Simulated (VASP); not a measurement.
# Be16N (a cell with a defect) in VASP: molecular dynamics with PBE+D3(BJ)

Aim: the molecular dynamics of Be16N (a cell with a defect) with PBE+D3(BJ).

Everything below comes from runs of VASP 6.6.1. Logs are shortened: lines on timing, memory, paths and dates and some standing lists are left out, and cuts for length are marked.

### Step 1. The cell of the first run

The cell holds a defect, 17 atoms: a = 4.580 Å, b = 3.966 Å, c = 7.177 Å, α = 90.00°, β = 90.00°, γ = 90.00°.

### Step 2. Molecular dynamics, PBE+D3(BJ)

Contents of INCAR:

```
SYSTEM = Be16N
ALGO = Normal
ANDERSEN_PROB = 0.0
EDIFF = 1E-5
ENCUT = 520
GGA = PE
IBRION = 0
ISIF = 2
ISMEAR = -1
ISYM = 0
IVDW = 12
LASPH = .True.
LCHARG = .False.
LREAL = Auto
LWAVE = .False.
MDALGO = 1
NBANDS = 32
NELM = 60
NELMIN = 4
NSW = 40
POTIM = 1.0
PREC = Accurate
RANDOM_SEED = 449912 0 0
SIGMA = 0.15
TEBEG = 1260.0
TEEND = 1260.0
```

Contents of KPOINTS:

```
k-points
0
Gamma
  3 3 2
  0 0 0
```

Contents of POSCAR:

```
Be16N
1.0
   -2.2900000000     -3.9663960000      0.0000000000
    3.4350000000     -1.9831980000      0.0000000000
    0.0000000000      0.0000000000      7.1768600000
Be N
16 1
Direct
    0.7842995600      0.4903665400      0.0171007900
    0.5147426500      0.3480880000      0.2344865800
    0.7313258300      0.5351623500      0.4958157100
    0.4680423000      0.3307159100      0.7764616600
    0.4977838000     -0.0029283100     -0.0022314200
    0.2382787000      0.8061200100      0.2461519400
    0.5182715700      0.0433868200      0.4817831300
    0.2475266500      0.8472613600      0.7678243800
    0.2520487900      0.5225175400      0.0039185900
   -0.0208962600      0.3602933400      0.2444912800
    0.2194701100      0.4884323300      0.5076736700
    0.0229583400      0.3263561100      0.7538198500
    0.0340555000      0.0554943400      0.0019144400
    0.7453638100      0.8542001700      0.2228252000
   -0.0168734200     -0.0010713600      0.4868778000
    0.7420093200      0.7356396800      0.7596066800
    0.2670198500      0.1373300200      0.6241198500
```

Potentials or basis: VASP PAW PBE potentials, release 64 (Be, N).

Run with:

```
cat potpaw_PBE.64/Be/POTCAR potpaw_PBE.64/N/POTCAR > POTCAR
mpirun -np 1 vasp_std > vasp.out
```

OUTCAR:

```text
SYSTEM = Be16N
   EDIFF = 1E-5
   ENCUT = 520
   GGA = PE
   IBRION = 0
   ISIF = 2
   ISMEAR = -1
   ISYM = 0
   IVDW = 12
   LASPH = .True.
   LREAL = Auto
   NELM = 60
   NELMIN = 4
   NSW = 40
   POTIM = 1.0
   PREC = Accurate
   TEBEG = 1260.0
 IVDW          = 12

 ion  position               nearest neighbor table
   1  0.784  0.490  0.017-  10 1.93   2 2.07  14 2.07  13 2.07  16 2.10   9 2.15  12 2.28   4 2.34
                             5 2.36
   2  0.515  0.348  0.234-   1 2.07  10 2.13   7 2.15   9 2.16   5 2.20   6 2.22  14 2.23   3 2.25
                            14 2.27
   3  0.731  0.535  0.496-  16 2.05  15 2.17   7 2.18  10 2.24   7 2.24  11 2.24   2 2.25  14 2.33
                            11 2.35
   4  0.468  0.331  0.776-  17 1.62  16 2.04  12 2.05   9 2.05   5 2.07   8 2.17   8 2.29  11 2.33
                             1 2.34
   5  0.498  0.997  0.998-  14 2.05   4 2.07   8 2.10  13 2.14   9 2.19   2 2.20   6 2.27  16 2.29
                             1 2.36   9 2.37
   6  0.238  0.806  0.246-   9 2.07  10 2.13   2 2.22  13 2.22  15 2.22  11 2.26  14 2.27   5 2.27
                             7 2.32  14 2.34
   7  0.518  0.043  0.482-  17 1.58  15 2.14   2 2.15   3 2.18  11 2.24   3 2.24  14 2.26   6 2.32

   8  0.248  0.847  0.768-  17 1.55   5 2.10  13 2.11   9 2.13  12 2.16   4 2.17   4 2.29  16 2.31
                            12 2.31  11 2.35  16 2.36
   9  0.252  0.523  0.004-   4 2.05   6 2.07  13 2.10   8 2.13   1 2.15   2 2.16   5 2.19  12 2.22
                            10 2.23  13 2.34   5 2.37
  10  0.979  0.360  0.244-   1 1.93   2 2.13   6 2.13  13 2.13   9 2.23  14 2.24   3 2.24  11 2.24
                            15 2.25  14 2.28
  11  0.219  0.488  0.508-  17 1.64  12 2.08  15 2.23   7 2.24  10 2.24   3 2.24   6 2.26  15 2.30
                             4 2.33   8 2.35   3 2.35
  12  0.023  0.326  0.754-  17 1.64   4 2.05  16 2.07  13 2.08  11 2.08   8 2.16   9 2.22   1 2.28
                             8 2.31  15 2.32
  13  0.034  0.055  0.002-   1 2.07  12 2.08   9 2.10   8 2.11  10 2.13   5 2.14  14 2.21   6 2.22
                             9 2.34
  14  0.745  0.854  0.223-   5 2.05   1 2.07  13 2.21   2 2.23  10 2.24   7 2.26  15 2.26   2 2.27
                             6 2.27  10 2.28   3 2.33   6 2.34
  15  0.983  0.999  0.487-  17 1.72   7 2.14   3 2.17   6 2.22  11 2.23  10 2.25  14 2.26  11 2.30
                            12 2.32
  16  0.742  0.736  0.760-   4 2.04   3 2.05  12 2.07   1 2.10   5 2.29   8 2.31   8 2.36
  17  0.267  0.137  0.624-   8 1.55   7 1.58   4 1.62  12 1.64  11 1.64  15 1.72

IMPORTANT INFORMATION: All symmetrisations will be switched off!
NOSYMM: (Re-)initialisation of all symmetry stuff for point group C_1.

----------------------------------------------------------------------------------------

                                     Primitive cell

  volume of cell :     130.3755

  direct lattice vectors                    reciprocal lattice vectors
    -2.290000000 -3.966396000  0.000000000    -0.109170306 -0.189088533  0.000000000
     3.435000000 -1.983198000  0.000000000     0.218340611 -0.126059022  0.000000000
     0.000000000  0.000000000  7.176860000     0.000000000  0.000000000  0.139336702

  length of vectors
     4.579999697  3.966396262  7.176860000     0.218340626  0.252118027  0.139336702

  position of ions in fractional coordinates (direct lattice)
     0.784299560  0.490366540  0.017100790
     0.514742650  0.348088000  0.234486580
     0.731325830  0.535162350  0.495815710
     0.468042300  0.330715910  0.776461660
     0.497783800  0.997071690  0.997768580
     0.238278700  0.806120010  0.246151940
[... 9 lines left out ...]
     0.742009320  0.735639680  0.759606680
     0.267019850  0.137330020  0.624119850

  ion indices of the primitive-cell ions
   primitive index   ion index
                 1           1
                 2           2
                 3           3
                 4           4
                 5           5
                 6           6
[... 9 lines left out ...]
                16          16
                17          17

----------------------------------------------------------------------------------------

 KPOINTS: k-points

Automatic generation of k-mesh.
 Grid dimensions read from file:
 generate k-points for:    3    3    2

 Generating k-lattice:

  Cartesian coordinates                     Fractional coordinates (reciprocal lattice)
    -0.036390102 -0.063029511  0.000000000     0.333333333  0.000000000  0.000000000
     0.072780204 -0.042019674  0.000000000    -0.000000000  0.333333333  0.000000000
     0.000000000  0.000000000  0.069668351     0.000000000  0.000000000  0.500000000

  Length of vectors
     0.072780209  0.084039342  0.069668351

  Shift w.r.t. Gamma in fractional coordinates (k-lattice)
     0.000000000  0.000000000  0.000000000

 Subroutine IBZKPT returns following result:
 ===========================================

 Found     10 irreducible k-points:

 Following reciprocal coordinates:
            Coordinates               Weight
  0.000000  0.000000  0.000000      1.000000
  0.333333  0.000000  0.000000      2.000000
  0.000000  0.333333  0.000000      2.000000
  0.333333  0.333333  0.000000      2.000000
 -0.333333  0.333333  0.000000      2.000000
  0.000000  0.000000  0.500000      1.000000
  0.333333  0.000000  0.500000      2.000000
  0.000000  0.333333  0.500000      2.000000
  0.333333  0.333333  0.500000      2.000000
 -0.333333  0.333333  0.500000      2.000000
   k-points           NKPTS =     10   k-points in BZ     NKDIM =     10   number of bands    NBANDS=     32
   number of dos      NEDOS =    301   number of ions     NIONS =     17
   total plane-waves  NPLWV =  58320
   dimension x,y,z NGX =    36 NGY =   30 NGZ =   54
   dimension x,y,z NGXF=    72 NGYF=   60 NGZF=  108
   ions per type =              16   1
   NGX,Y,Z   is equivalent  to a cutoff of  13.07, 12.57, 12.51 a.u.
   NGXF,Y,Z  is equivalent  to a cutoff of  26.13, 25.15, 25.02 a.u.
 SYSTEM =  Be16N
   PREC   = accura    normal or accurate (medium, high low for compatibility)
   ISTART =      0    job   : 0-new  1-cont  2-samecut
   ICHARG =      2    charge: 1-file 2-atom 10-const
   ISPIN  =      1    spin polarized calculation?
   LNONCOLLINEAR =      F non collinear calculations
   LSORBIT =      F    spin-orbit coupling
   LASPH  =      T    aspherical Exc in radial PAW
   ENCUT  =  520.0 eV  38.22 Ry    6.18 a.u.   8.52  7.37 13.34*2*pi/ulx,y,z
   NELM   =     60;   NELMIN=  4; NELMDL= -5     # of ELM steps
   EDIFF  = 0.1E-04   stopping-criterion for ELM
   LREAL  =      T    real-space projection
   EDIFFG = 0.1E-03   stopping-criterion for IOM
   NSW    =     40    number of steps for IOM
   IBRION =      0    ionic relax: 0-MD 1-quasi-New 2-CG
   NFREE  =      0    steps in history (QN), initial steepest desc. (CG)
   ISIF   =      2    stress and relaxation
   ISYM   =      0    0-nonsym 1-usesym 2-fastsym
   POTIM  = 1.0000    time-step for ionic-motion
   TEBEG  = 1260.0;   TEEND  =1260.0 temperature during run
   PSTRESS=    0.0 pullay stress
   NELECT =      37.0000    total number of electrons
   NUPDOWN=      -1.0000    fix difference up-down
   EMIN   =  10.00;   EMAX   =-10.00  energy-range for DOS
   EFERMI =   0.00;   METHOD = LEGACY
   ISMEAR =    -1;   SIGMA  =   0.15  broadening in eV -4-tet -1-fermi 0-gaus
   EFERMI_NEDOS =   21; number of points for ismear=-14 and -15
   IALGO  =     38    algorithm
   IMIX   =      4    mixing-type and parameters
     AMIX     =   0.40;   BMIX     =  1.00
     AMIX_MAG =   1.60;   BMIX_MAG =  1.00
  volume/ion in A,a.u.               =       7.67        51.75
  Fermi-wavevector in a.u.,A,eV,Ry     =   1.075829  2.033023 15.747503  1.157409
  Thomas-Fermi vector in A             =   2.211697
   LORBIT       =      0    0 simple, 1 ext, 2 COOP (PROOUT), +10 PAW based schemes
   GGA     = PE    functional components
   LHFCALC =     F    Hartree Fock is set to
   AEXX    =    0.0000 exact exchange contribution
   IVDW    =    12    specifies the selected vdW correction
   LEPSILON=     F    determine dielectric tensor
   LRPA    =     F    only Hartree local field effects (RPA)
 molecular dynamics for ions
 non-spin polarized calculation
  energy-cutoff  :      520.00
  volume of cell :      130.38
 maximum number of plane-waves:      3531
 NGX is ok and might be reduce to    36
   NGX = 17   NGY = 15   NGZ = 27

--------------------------------------- Ionic step        1  -------------------------------------------

 number of electron      37.0000001 magnetization

 Free energy of the ion-electron system (eV)
  ---------------------------------------------------
  ext. energy  EPLUGINS =         0.00000000
  ---------------------------------------------------
  free energy    TOTEN  =       -65.94125989 eV

  energy without entropy =      -65.76759952  energy(sigma->0) =      -65.85442970

------------------------ aborting loop because EDIFF is reached ----------------------------------------

 Edisp (eV)   -5.90827

 E8    (eV) :    -2.0269

  FORCE on cell =-STRESS in cart. coord.  units (eV):
  Direction    XX          YY          ZZ          XY          YZ          ZX
  --------------------------------------------------------------------------------------
  -------------------------------------------------------------------------------------
  Total       4.14976     0.23304     7.78837    -1.27183     0.93166    -1.79136
  in kB      50.99613     2.86375    95.71087   -15.62940    11.44907   -22.01387
  external pressure =       49.86 kB  Pullay stress =        0.00 kB
[... 168 lines left out ...]
  ENERGY OF THE ELECTRON-ION-THERMOSTAT SYSTEM (eV)
  ---------------------------------------------------
% ion-electron   TOTEN  =       -72.049192  see above
  kinetic energy EKIN   =         2.858230
  kin. lattice  EKIN_LAT=         0.000000  (temperature 1382.01 K)
  nose potential ES     =         0.000000
  nose kinetic   EPS    =         0.000000
  ---------------------------------------------------
  total energy   ETOTAL =       -69.190962 eV

[... ionic steps 4 to 37 ...]

--------------------------------------- Ionic step       38  -------------------------------------------

 number of electron      37.0000000 magnetization

------------------------ aborting loop because EDIFF is reached ----------------------------------------

 Edisp (eV)   -5.90973

 E8    (eV) :    -2.0271
[... 111 lines left out ...]
  ENERGY OF THE ELECTRON-ION-THERMOSTAT SYSTEM (eV)
  ---------------------------------------------------
% ion-electron   TOTEN  =       -71.795578  see above
  kinetic energy EKIN   =         2.602629
  kin. lattice  EKIN_LAT=         0.000000  (temperature 1258.42 K)
  nose potential ES     =         0.000000
  nose kinetic   EPS    =         0.000000
  ---------------------------------------------------
  total energy   ETOTAL =       -69.192950 eV

--------------------------------------- Ionic step       40  -------------------------------------------

 number of electron      37.0000000 magnetization

 Free energy of the ion-electron system (eV)
  ---------------------------------------------------
  ext. energy  EPLUGINS =         0.00000000
  ---------------------------------------------------
  free energy    TOTEN  =       -65.96756107 eV

  energy without entropy =      -65.81022244  energy(sigma->0) =      -65.88889176

 E-fermi :   7.2697     XC(G=0): -10.7349

 val. band max:        7.2512669719   @ k =   0.0000   0.0000   0.5000
 cond. band min:       7.5643775575   @ k =   0.3333   0.0000   0.0000
 fundamental gap:      0.3131105855
 Fermi energy:         7.2696589091

 k-point     1 :       0.0000    0.0000    0.0000
  band No.  band energies     occupation
      1     -10.7819      2.00000
      2      -3.3783      2.00000
      3      -2.4547      2.00000
      4      -1.2492      2.00000
      5      -0.8848      2.00000
      6      -0.3028      2.00000
[... 319 lines left out ...]
     29      12.6886      0.00000
     30      13.0531      0.00000
 [bands above 30 left out]

------------------------ aborting loop because EDIFF is reached ----------------------------------------

 Edisp (eV)   -5.91012

 E8    (eV) :    -2.0273

  FORCE on cell =-STRESS in cart. coord.  units (eV):
  Direction    XX          YY          ZZ          XY          YZ          ZX
  --------------------------------------------------------------------------------------
  -------------------------------------------------------------------------------------
  Total       0.83973     1.97737     6.76504     0.68655     6.54942    -0.63210
  in kB      10.31938    24.29973    83.13517     8.43703    80.48542    -7.76786
  external pressure =       39.25 kB  Pullay stress =        0.00 kB
[... 38 lines left out ...]
  ENERGY OF THE ELECTRON-ION-THERMOSTAT SYSTEM (eV)
  ---------------------------------------------------
% ion-electron   TOTEN  =       -71.877682  see above
  kinetic energy EKIN   =         2.683926
  kin. lattice  EKIN_LAT=         0.000000  (temperature 1297.73 K)
  nose potential ES     =         0.000000
  nose kinetic   EPS    =         0.000000
  ---------------------------------------------------
  total energy   ETOTAL =       -69.193756 eV
```

Wall time 10 min (1 thread of AMD EPYC 9R45 (Zen 5), shared host); peak memory 0.29 GiB.

Results:

```yaml
Dispersion_energy_per_atom: -0.348 eV
```

The path:
```tsv
step	potential energy change (eV)	largest force (eV/Å)	pressure (GPa)	volume (Å³)	temperature (K)
1	0.0000	1.9718	4.99	130.38	1286
2	-0.1081	2.1447	4.68	130.38	1338
3	-0.1997	2.3172	4.38	130.38	1382
4	-0.2707	2.4851	4.10	130.38	1416
5	-0.3188	2.6224	3.86	130.38	1440
6	-0.3431	2.7149	3.64	130.38	1451
7	-0.3439	2.7522	3.47	130.38	1452
8	-0.3220	2.7258	3.33	130.38	1441
9	-0.2784	2.6349	3.24	130.38	1420
10	-0.2141	2.4853	3.18	130.38	1389
11	-0.1299	2.2843	3.17	130.38	1348
12	-0.0269	2.1297	3.20	130.38	1298
13	0.0938	2.3068	3.27	130.38	1240
14	0.2303	2.4874	3.40	130.38	1174
15	0.3796	2.8036	3.58	130.38	1102
16	0.5377	3.1157	3.79	130.38	1026
17	0.6990	3.4080	4.04	130.38	948
18	0.8566	3.6601	4.31	130.38	872
19	1.0030	3.8497	4.58	130.38	801
20	1.1303	3.9574	4.85	130.38	740
21	1.2317	3.9676	5.09	130.38	691
22	1.3018	3.8725	5.30	130.38	657
23	1.3380	3.6739	5.47	130.38	640
24	1.3399	3.3820	5.59	130.38	639
25	1.3104	3.0469	5.67	130.38	653
26	1.2542	3.1746	5.71	130.38	680
27	1.1783	3.2821	5.72	130.38	716
28	1.0903	3.3526	5.72	130.38	758
29	0.9981	3.3720	5.72	130.38	803
30	0.9080	3.3304	5.72	130.38	846
31	0.8236	3.2227	5.72	130.38	887
32	0.7447	3.2802	5.71	130.38	925
33	0.6677	3.7696	5.69	130.38	963
34	0.5865	4.1206	5.61	130.38	1002
35	0.4953	4.2725	5.47	130.38	1046
36	0.3913	4.1964	5.26	130.38	1096
37	0.2769	3.8948	4.97	130.38	1151
38	0.1603	3.5151	4.64	130.38	1207
39	0.0539	3.2380	4.27	130.38	1258
40	-0.0282	2.9381	3.93	130.38	1298
```

Caveat: the k points lie up to 0.53 Å⁻¹ apart.
